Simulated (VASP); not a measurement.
Crystal: HfB2.

```
CELL_PARAMETERS angstrom
3.11893 0.00000 0.00000
-1.55946 2.70107 0.00000
0.00000 0.00000 3.45664
ATOMIC_POSITIONS crystal
Hf 0.00000 0.00000 0.00000
B 0.66667 0.33333 0.50000
B 0.33333 0.66667 0.50000
```

This cell differs from its parent crystal: volume scaled by 0.98.

Base run:

- Program: VASP 6.6.1
- Functional: PBE
- Potentials or basis: VASP PAW PBE potentials, release 64 (Hf_pv, B)
- Cutoff: 520 eV
- k mesh: 10 × 10 × 8
- Occupations: fermi-dirac, width 0.05 eV
- Spin: no spin polarisation

Its results: band gap on the k mesh zero (band 8 reaches 8.43 eV, above the bottom of band 9 at 7.58 eV); pressure 6.4 GPa.

**Question.** The run is repeated on the same cell with these changes: functional from PBE to r2SCAN. What comes out?

**Answer.** Band gap on the k mesh zero (band 8 reaches 8.51 eV, above the bottom of band 9 at 7.62 eV); pressure 4.2 GPa.

Caveats: spin-orbit coupling is left out, which moves the levels of the heavy elements; the PAW data sets were made with another functional, which shifts forces and pressure a little (some runs).
